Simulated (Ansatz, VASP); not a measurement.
## Two plane-wave programs on Be3Si

```
Be Si
1.0
    -1.76599    1.76599    3.23633
     1.76599   -1.76599    3.23633
     1.76599    1.76599   -3.23633
Be Si
3 1
Cartesian
  0.0000 1.7660 1.6182
  1.7660 0.0000 1.6182
  0.0000 0.0000 3.2363
  0.0000 0.0000 0.0000
```

Alike in both runs: task single point; functional PBEsol; k mesh 18 × 18 × 18; occupations gaussian, width 0.1 eV; no spin polarisation.

|  | VASP | Ansatz |
| --- | --- | --- |
| version | VASP 6.6.1 | Ansatz 0.2.0 |
| potentials or method | VASP PAW PBE potentials, release 64 (Be, Si), cutoff 520 eV | scalar-relativistic, plane waves, PAW |
| valence electrons in the cell | 10 | 10 |

VASP gave:

```
gap on the k mesh at the Fermi level (eV)                     : none
pressure (GPa)                                                : -3.5
traceless stress, the component that is largest in VASP (GPa) : 12.06
```

What did Ansatz give for the same quantities?

gap on the k mesh at the Fermi level (eV): none; pressure (GPa): -3.7; traceless stress, the component that is largest in VASP (GPa): 12.06.

VASP's potentials were made for PBE, not for PBEsol. A gap of «none» marks a metal or a gap that the smearing closes.
